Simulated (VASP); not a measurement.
# Hf (Pm-3n) in VASP: notebook

The runs below take Hf through single point, with PBEsol.

All numbers are computed with VASP 6.6.1; they aren't measurements. Logs are shortened: lines on timing, memory, paths and dates and some standing lists are left out, and cuts for length are marked.

## Step 1: The cell of the first run

It takes space group Pm-3n (No. 223, cubic). The conventional cell has a = 5.551 Å, b = 5.551 Å, c = 5.551 Å, α = 90.00°, β = 90.00°, γ = 90.00°. Within 4.1 Å of Hf (site symmetry m-3) lie 12 Hf at 3.10 Å. Within 3.7 Å of Hf (site symmetry -4m2) lie 14 Hf at 2.78 to 3.40 Å.

## Step 2: Single point, PBEsol

INCAR

```
SYSTEM = Hf
PREC     = Accurate       ! precision mode
ENCUT    = 520            ! plane-wave cutoff, eV
EDIFF    = 1E-6           ! SCF threshold, eV
ISMEAR   = 0              ! smearing method
SIGMA    = 0.1            ! smearing width, eV
LREAL    = .FALSE.        ! projectors in reciprocal space
LASPH    = .TRUE.         ! aspherical terms in the spheres
NELM     = 100            ! most SCF steps
ALGO     = Normal         ! electronic algorithm
ISIF     = 2              ! what is computed and relaxed
LWAVE    = .FALSE.        ! write WAVECAR
LCHARG   = .TRUE.         ! write CHGCAR
GGA      = PS             ! functional
LELF     = .TRUE.         ! ELF
LVHAR    = .TRUE.       
NBANDS   = 50             ! bands
```

KPOINTS

```
regular mesh
0
G
  4 4 4
  0 0 0
```

POSCAR

```
Hf
1.0
    5.5505603071      0.0000000000      0.0000000000
    0.0000000000      5.5505603071      0.0000000000
    0.0000000000      0.0000000000      5.5505603071
Hf
8
Direct
    0.5000000000      0.5000000000      0.5000000000
    0.0000000000      0.0000000000      0.0000000000
    0.2500000000      0.0000000000      0.5000000000
    0.5000000000      0.2500000000      0.0000000000
    0.5000000000      0.7500000000      0.0000000000
    0.7500000000      0.0000000000      0.5000000000
    0.0000000000      0.5000000000      0.7500000000
    0.0000000000      0.5000000000      0.2500000000
```

Potentials or basis: VASP PAW PBE potentials, release 64 (Hf_pv).

Launch:

```console
cat potpaw_PBE.64/Hf_pv/POTCAR > POTCAR
mpirun -np 1 vasp_std > vasp.out
```

OUTCAR:

```text
SYSTEM = Hf
   PREC = Accurate
   ENCUT = 520
   EDIFF = 1E-6
   ISMEAR = 0
   LREAL = .FALSE.
   LASPH = .TRUE.
   NELM = 100
   ISIF = 2
   GGA = PS

 ion  position               nearest neighbor table
   1  0.500  0.500  0.500-   3 3.10   4 3.10   5 3.10   6 3.10   7 3.10   8 3.10   4 3.10   5 3.10
                             3 3.10   6 3.10   7 3.10   8 3.10
   2  0.000  0.000  0.000-   3 3.10   4 3.10   5 3.10   6 3.10   7 3.10   8 3.10   3 3.10   6 3.10
                             7 3.10   8 3.10   4 3.10   5 3.10
   3  0.250  0.000  0.500-   6 2.78   6 2.78   1 3.10   2 3.10   1 3.10   2 3.10   8 3.40   5 3.40
                             4 3.40   5 3.40   4 3.40   7 3.40   8 3.40   7 3.40
   4  0.500  0.250  0.000-   5 2.78   5 2.78   1 3.10   1 3.10   2 3.10   2 3.10   8 3.40   3 3.40
                             3 3.40   6 3.40   6 3.40   7 3.40   7 3.40   8 3.40
   5  0.500  0.750  0.000-   4 2.78   4 2.78   1 3.10   1 3.10   2 3.10   2 3.10   8 3.40   3 3.40
                             3 3.40   6 3.40   6 3.40   7 3.40   7 3.40   8 3.40
   6  0.750  0.000  0.500-   3 2.78   3 2.78   1 3.10   2 3.10   1 3.10   2 3.10   8 3.40   4 3.40
                             4 3.40   5 3.40   5 3.40   7 3.40   8 3.40   7 3.40
   7  0.000  0.500  0.750-   8 2.78   8 2.78   1 3.10   2 3.10   2 3.10   1 3.10   3 3.40   4 3.40
                             5 3.40   3 3.40   6 3.40   6 3.40   4 3.40   5 3.40
   8  0.000  0.500  0.250-   7 2.78   7 2.78   1 3.10   2 3.10   2 3.10   1 3.10   3 3.40   4 3.40
                             5 3.40   3 3.40   6 3.40   6 3.40   4 3.40   5 3.40

  LATTYP: Found a simple cubic cell.
 ALAT       =     5.5505603071

  Lattice vectors:

 A1 = (   5.5505603071,   0.0000000000,   0.0000000000)
 A2 = (   0.0000000000,   5.5505603071,   0.0000000000)
 A3 = (   0.0000000000,   0.0000000000,   5.5505603071)

Analysis of symmetry for initial positions (statically):
=====================================================================
 Subroutine PRICEL returns:
 Original cell was already a primitive cell.

 Routine SETGRP: Setting up the symmetry group for a
 simple cubic supercell.

 Subroutine GETGRP returns: Found 48 space group operations
 (whereof 24 operations were pure point group operations)
 out of a pool of 48 trial point group operations.

The static configuration has the point symmetry T_h .
 The point group associated with its full space group is O_h .

Analysis of symmetry for dynamics (positions and initial velocities):
=====================================================================
 Subroutine PRICEL returns:
 Original cell was already a primitive cell.

 Routine SETGRP: Setting up the symmetry group for a
 simple cubic supercell.

 Subroutine GETGRP returns: Found 48 space group operations
 (whereof 24 operations were pure point group operations)
 out of a pool of 48 trial point group operations.

The dynamic configuration has the point symmetry T_h .
 The point group associated with its full space group is O_h .

 Subroutine INISYM returns: Found 48 space group operations
 (whereof 24 operations are pure point group operations),
 and found     1 'primitive' translations

----------------------------------------------------------------------------------------

                                     Primitive cell

  volume of cell :     171.0057

  direct lattice vectors                    reciprocal lattice vectors
     5.550560307  0.000000000  0.000000000     0.180161992  0.000000000  0.000000000
     0.000000000  5.550560307  0.000000000     0.000000000  0.180161992  0.000000000
     0.000000000  0.000000000  5.550560307     0.000000000  0.000000000  0.180161992

  length of vectors
     5.550560307  5.550560307  5.550560307     0.180161992  0.180161992  0.180161992

  position of ions in fractional coordinates (direct lattice)
     0.500000000  0.500000000  0.500000000
     0.000000000  0.000000000  0.000000000
     0.250000000  0.000000000  0.500000000
     0.500000000  0.250000000  0.000000000
     0.500000000  0.750000000  0.000000000
     0.750000000  0.000000000  0.500000000
     0.000000000  0.500000000  0.750000000
     0.000000000  0.500000000  0.250000000

  ion indices of the primitive-cell ions
   primitive index   ion index
                 1           1
                 2           2
                 3           3
                 4           4
                 5           5
                 6           6
                 7           7
                 8           8

----------------------------------------------------------------------------------------

 KPOINTS: regular mesh

Automatic generation of k-mesh.
 Grid dimensions read from file:
 generate k-points for:    4    4    4

 Generating k-lattice:

  Cartesian coordinates                     Fractional coordinates (reciprocal lattice)
     0.045040498  0.000000000  0.000000000     0.250000000  0.000000000  0.000000000
     0.000000000  0.045040498  0.000000000     0.000000000  0.250000000  0.000000000
     0.000000000  0.000000000  0.045040498     0.000000000  0.000000000  0.250000000

  Length of vectors
     0.045040498  0.045040498  0.045040498

  Shift w.r.t. Gamma in fractional coordinates (k-lattice)
     0.000000000  0.000000000  0.000000000

 Subroutine IBZKPT returns following result:
 ===========================================

 Found     10 irreducible k-points:

 Following reciprocal coordinates:
            Coordinates               Weight
  0.000000  0.000000  0.000000      1.000000
  0.250000  0.000000  0.000000      6.000000
  0.500000  0.000000  0.000000      3.000000
  0.250000  0.250000  0.000000     12.000000
  0.500000  0.250000  0.000000     12.000000
  0.500000  0.500000  0.000000      3.000000
  0.250000  0.250000  0.250000      8.000000
  0.500000  0.250000  0.250000     12.000000
  0.500000  0.500000  0.250000      6.000000
  0.500000  0.500000  0.500000      1.000000
   k-points           NKPTS =     10   k-points in BZ     NKDIM =     10   number of bands    NBANDS=     50
   number of dos      NEDOS =    301   number of ions     NIONS =      8
   total plane-waves  NPLWV =  74088
   dimension x,y,z NGX =    42 NGY =   42 NGZ =   42
   dimension x,y,z NGXF=    84 NGYF=   84 NGZF=   84
   ions per type =               8
   NGX,Y,Z   is equivalent  to a cutoff of  12.58, 12.58, 12.58 a.u.
   NGXF,Y,Z  is equivalent  to a cutoff of  25.16, 25.16, 25.16 a.u.
 SYSTEM =  Hf
   PREC   = accura    normal or accurate (medium, high low for compatibility)
   ISTART =      0    job   : 0-new  1-cont  2-samecut
   ICHARG =      2    charge: 1-file 2-atom 10-const
   ISPIN  =      1    spin polarized calculation?
   LNONCOLLINEAR =      F non collinear calculations
   LSORBIT =      F    spin-orbit coupling
   LASPH  =      T    aspherical Exc in radial PAW
   ENCUT  =  520.0 eV  38.22 Ry    6.18 a.u.  10.32 10.32 10.32*2*pi/ulx,y,z
   NELM   =    100;   NELMIN=  2; NELMDL= -5     # of ELM steps
   EDIFF  = 0.1E-05   stopping-criterion for ELM
   LREAL  =      F    real-space projection
   EDIFFG = 0.1E-04   stopping-criterion for IOM
   NSW    =      0    number of steps for IOM
   IBRION =     -1    ionic relax: 0-MD 1-quasi-New 2-CG
   NFREE  =      0    steps in history (QN), initial steepest desc. (CG)
   ISIF   =      2    stress and relaxation
   ISYM   =      2    0-nonsym 1-usesym 2-fastsym
   POTIM  = 0.5000    time-step for ionic-motion
   TEBEG  =    0.0;   TEEND  =   0.0 temperature during run
   PSTRESS=    0.0 pullay stress
   NELECT =      80.0000    total number of electrons
   NUPDOWN=      -1.0000    fix difference up-down
   EMIN   =  10.00;   EMAX   =-10.00  energy-range for DOS
   EFERMI =   0.00;   METHOD = LEGACY
   ISMEAR =     0;   SIGMA  =   0.10  broadening in eV -4-tet -1-fermi 0-gaus
   EFERMI_NEDOS =   21; number of points for ismear=-14 and -15
   IALGO  =     38    algorithm
   IMIX   =      4    mixing-type and parameters
     AMIX     =   0.40;   BMIX     =  1.00
     AMIX_MAG =   1.60;   BMIX_MAG =  1.00
  volume/ion in A,a.u.               =      21.38       144.25
  Fermi-wavevector in a.u.,A,eV,Ry     =   1.270871  2.401597 21.974934  1.615112
  Thomas-Fermi vector in A             =   2.403834
   LORBIT       =      0    0 simple, 1 ext, 2 COOP (PROOUT), +10 PAW based schemes
   GGA     = PS    functional components
   LHFCALC =     F    Hartree Fock is set to
   AEXX    =    0.0000 exact exchange contribution
   IVDW    =     0    specifies the selected vdW correction
   LEPSILON=     F    determine dielectric tensor
   LRPA    =     F    only Hartree local field effects (RPA)
 non-spin polarized calculation
 Gauss-broadening in eV      SIGMA  =   0.10
  energy-cutoff  :      520.00
  volume of cell :      171.01
 maximum number of plane-waves:      4636
 NGX is ok and might be reduce to    42
   NGX = 21   NGY = 21   NGZ = 21

 number of electron      79.9999974 magnetization

 Free energy of the ion-electron system (eV)
  ---------------------------------------------------
  ext. energy  EPLUGINS =         0.00000000
  ---------------------------------------------------
  free energy    TOTEN  =       -82.20528961 eV

  energy without entropy =      -82.09779296  energy(sigma->0) =      -82.15154128

 E-fermi :   4.5231     XC(G=0): -11.5858

 val. band max:        4.5186610563   @ k =   0.2500   0.0000   0.0000
 cond. band min:       4.5258910216   @ k =   0.5000   0.5000   0.0000
 fundamental gap:      0.0072299653
 Fermi energy:         4.5231479208

 k-point     1 :       0.0000    0.0000    0.0000
  band No.  band energies     occupation
      1     -26.0339      2.00000
      2     -26.0339      2.00000
      3     -25.9203      2.00000
      4     -25.7109      2.00000
      5     -25.7109      2.00000
      6     -25.7109      2.00000
[... 42 lines left out ...]
     49       6.2965      0.00000
     50       8.3011      0.00000

 k-point     2 :       0.2500    0.0000    0.0000
  band No.  band energies     occupation
      1     -26.0468      2.00000
      2     -25.9996      2.00000
      3     -25.8024      2.00000
      4     -25.6988      2.00000
      5     -25.6988      2.00000
      6     -25.6047      2.00000
[... 42 lines left out ...]
     49       6.8852      0.00000
     50       7.0850      0.00000

 k-point     3 :       0.5000    0.0000    0.0000
  band No.  band energies     occupation
      1     -26.0374      2.00000
      2     -26.0374      2.00000
      3     -25.6879      2.00000
      4     -25.6879      2.00000
      5     -25.5574      2.00000
      6     -25.5574      2.00000
[... 42 lines left out ...]
     49       7.4320      0.00000
     50       7.4363      0.00000

 k-point     4 :       0.2500    0.2500    0.0000
  band No.  band energies     occupation
      1     -26.0456      2.00000
      2     -25.8660      2.00000
      3     -25.8077      2.00000
      4     -25.6788      2.00000
      5     -25.6205      2.00000
      6     -25.5847      2.00000
[... 257 lines left out ...]
 k-point     9 :       0.5000    0.5000    0.2500
  band No.  band energies     occupation
      1     -25.9125      2.00000
      2     -25.5984      2.00000
      3     -25.5984      2.00000
      4     -25.5658      2.00000
      5     -25.5178      2.00000
      6     -25.4924      2.00000
[... 42 lines left out ...]
     49       7.4145      0.00000
     50       7.5078      0.00000

 k-point    10 :       0.5000    0.5000    0.5000
  band No.  band energies     occupation
      1     -25.5757      2.00000
      2     -25.5757      2.00000
      3     -25.5757      2.00000
      4     -25.5757      2.00000
      5     -25.5757      2.00000
      6     -25.5757      2.00000
[... 42 lines left out ...]
     49       8.2728      0.00000
     50       8.2728      0.00000

------------------------ aborting loop because EDIFF is reached ----------------------------------------

  FORCE on cell =-STRESS in cart. coord.  units (eV):
  Direction    XX          YY          ZZ          XY          YZ          ZX
  --------------------------------------------------------------------------------------
  -------------------------------------------------------------------------------------
  Total       -0.3040119     -0.3040119     -0.3040119      0.0000000     -0.0000000     -0.0000000
  in kB       -2.8483327     -2.8483327     -2.8483327      0.0000000     -0.0000000     -0.0000000
  external PRESSURE =      -2.8483327 kB  Pullay stress =       0.0000000 kB

 VOLUME and BASIS-vectors are now :
 -----------------------------------------------------------------------------
  energy-cutoff  :      520.00
  volume of cell :      171.01
      direct lattice vectors                 reciprocal lattice vectors
     5.550560307  0.000000000  0.000000000     0.180161992  0.000000000  0.000000000
     0.000000000  5.550560307  0.000000000     0.000000000  0.180161992  0.000000000
     0.000000000  0.000000000  5.550560307     0.000000000  0.000000000  0.180161992

 POSITION                                       TOTAL-FORCE (eV/Angst)
 -----------------------------------------------------------------------------------
      2.77528      2.77528      2.77528         0.000000     -0.000000      0.000000
      0.00000      0.00000      0.00000         0.000000     -0.000000      0.000000
      1.38764      0.00000      2.77528        -0.000000      0.000000      0.000000
      2.77528      1.38764      0.00000        -0.000000     -0.000000     -0.000000
      2.77528      4.16292      0.00000         0.000000      0.000000     -0.000000
      4.16292      0.00000      2.77528         0.000000     -0.000000     -0.000000
      0.00000      2.77528      4.16292         0.000000      0.000000      0.000000
      0.00000      2.77528      1.38764         0.000000      0.000000     -0.000000
 -----------------------------------------------------------------------------------
    total drift:                                0.000000     -0.000000     -0.000000

  FREE ENERGIE OF THE ION-ELECTRON SYSTEM (eV)
  ---------------------------------------------------
  free  energy   TOTEN  =       -82.2052896057 eV

  energy  without entropy=      -82.0977929597  energy(sigma->0) =      -82.15154128
```

Run time: 43 s. Hardware: 1 thread of Intel Xeon 6975P-C (Granite Rapids), shared host; peak memory 0.27 GiB.

What came out:

```
Free energy            : -82.2053 eV
Pressure               : -0.3 GPa
Band gap on the k mesh : zero (band 40 reaches 4.62 eV, above the bottom of band 41 at 4.12 eV)
```

Caveat: the PAW data sets were made with another functional, which shifts forces and pressure a little; spin-orbit coupling is left out, which moves the levels of the heavy elements.

[end of part 1 of 2]
